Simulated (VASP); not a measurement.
Runs of VASP 6.6.1 on ZnCu. It takes space group Pm-3m (No. 221, cubic). The conventional cell has a = 2.921 Å, b = 2.921 Å, c = 2.921 Å, α = 90.00°, β = 90.00°, γ = 90.00°. Zn (site symmetry m-3m) has 8 Cu at 2.53 Å and 6 Zn at 2.92 Å within 3.3 Å. Cu (site symmetry m-3m) has 8 Zn at 2.53 Å and 6 Cu at 2.92 Å within 3.3 Å. 

```csv
level,k mesh,cutoff (eV),smearing,gap on the mesh (eV),pressure (GPa)
PBE,6 × 6 × 6,600,methfessel-paxton 0.39 eV,none,6.7
PBE,6 × 6 × 6,600,tetrahedron,none,5.9
PBE,6 × 6 × 6,600,fermi-dirac 0.0861733 eV,none,6.7
r2SCAN+D3(BJ),4 × 4 × 4,660,gaussian 0.1 eV,none,-3.8
PBE,6 × 6 × 6,600,methfessel-paxton 0.013 eV,none,7.2
PBE,6 × 6 × 6,520,gaussian 0.1 eV,none,(b)
PBE,6 × 6 × 6,600,gaussian 0.1 eV,none,6.7
r2SCAN,4 × 4 × 4,660,gaussian 0.1 eV,none,(a)
```

Alike in all rows: task single point; potentials or basis VASP PAW PBE potentials, release 64 (Zn, Cu); no spin polarisation; cell as given.

Question: Fill in the values left out.

Answer: (a) -0.6; (b) 7.0.

Caveats: some runs use coarse meshes; the PAW data sets were made with another functional, which shifts forces and pressure a little (some runs); tetrahedron occupations give inexact forces and stress in metals (some runs); pairwise dispersion overbinds metals, which lowers pressure and volume (some runs).

A gap of «none» marks levels without a gap at the run's occupations.
